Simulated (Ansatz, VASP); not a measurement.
Ti: VASP beside Ansatz

```
Ti
1.0
     2.93616    0.00000    0.00000
    -1.46808    2.54279    0.00000
     0.00000    0.00000    4.63785
Ti
2
Direct
  0.33333 0.66667 0.25000
  0.66667 0.33333 0.75000
```

Alike in both runs: functional r2SCAN; k mesh 15 × 15 × 8; occupations gaussian, width 0.1 eV; no spin polarisation.

Ansatz relaxed the structure, and its values are those at the end. VASP's run is a single point on that final structure, the one shown.

|  | VASP | Ansatz |
| --- | --- | --- |
| version | VASP 6.6.1 | Ansatz 0.2.0 |
| potentials or method | VASP PAW PBE potentials, release 64 (Ti_sv), cutoff 520 eV | scalar-relativistic, plane waves, PAW |
| valence electrons in the cell | 24 | 24 |

VASP gave:

| Quantity | Value |
| --- | --- |
| gap on the k mesh at the Fermi level (eV) | none |
| pressure (GPa) | 0.3 |

Estimate Ansatz's values.

gap on the k mesh at the Fermi level (eV): none; pressure (GPa): 0.0.

VASP's potentials were made for PBE, not for r2SCAN. A gap of «none» marks a metal or a gap that the smearing closes.
